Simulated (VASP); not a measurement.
Al3InSb4: single point with PBE

The system is Al3InSb4.

```xyz
8
Lattice="-3.2227 3.2227 6.4396 3.2227 -3.2227 6.4396 3.2227 3.2227 -6.4396" Properties=species:S:1:pos:R:3 pbc="T T T"
Al    0.0000    3.2227    3.2198
Al    0.0000    0.0000    6.4396
Al    3.2227    0.0000    3.2198
Sb    1.5405   -1.5405    4.7730
Sb    1.5405    1.5405    8.1063
Sb   -1.5405    1.5405    4.7730
Sb    1.6822    1.6822    1.6666
In    0.0000    0.0000    0.0000
```

- Program: VASP 6.6.1
- Task: single point
- Functional: PBE
- Potentials or basis: VASP PAW PBE potentials, release 64 (Al, Sb, In_d)
- Cutoff: 500 eV
- k mesh: 6 × 6 × 6
- Occupations: gaussian, width 0.01 eV
- Spin: no spin polarisation

| Quantity | Value |
| --- | --- |
| Pressure | -2.2 GPa |
| Largest force | 0.026 eV/Å |
| Band gap on the k mesh | 0.40 eV |

Forces in eV/Å, atoms in the order of the input:
```
Al   0.000  0.000  0.000
Al   0.000  0.000  0.000
Al   0.000  0.000  0.000
Sb   0.013 -0.013  0.018
Sb   0.013  0.013 -0.018
Sb  -0.013  0.013  0.018
Sb  -0.013 -0.013 -0.018
In   0.000  0.000  0.000
```

Levels at points of the mesh, in eV from the valence-band top:
| k point | band 19 | band 20 | band 21 | band 22 | band 23 | band 24 |
| --- | --- | --- | --- | --- | --- | --- |
| (0.00, 0.00, 0.00) | -0.04 | 0.00 | 0.00 | 0.40 | 1.36 | 1.44 |
| (0.50, 0.00, 0.00) | -1.47 | -0.96 | -0.88 | 2.35 | 2.42 | 2.68 |
| (0.50, 0.50, 0.00) | -0.81 | -0.66 | -0.66 | 0.75 | 0.94 | 2.10 |
| (0.50, 0.50, 0.50) | -1.38 | -1.04 | -1.04 | 1.08 | 1.44 | 1.44 |

Wall time 11 min on 1 thread of Intel Xeon 8259CL, on a shared host, peak memory 0.63 GiB.

Caveat: spin-orbit coupling is left out, which moves the levels of the heavy elements. A k mesh can miss the band edges.
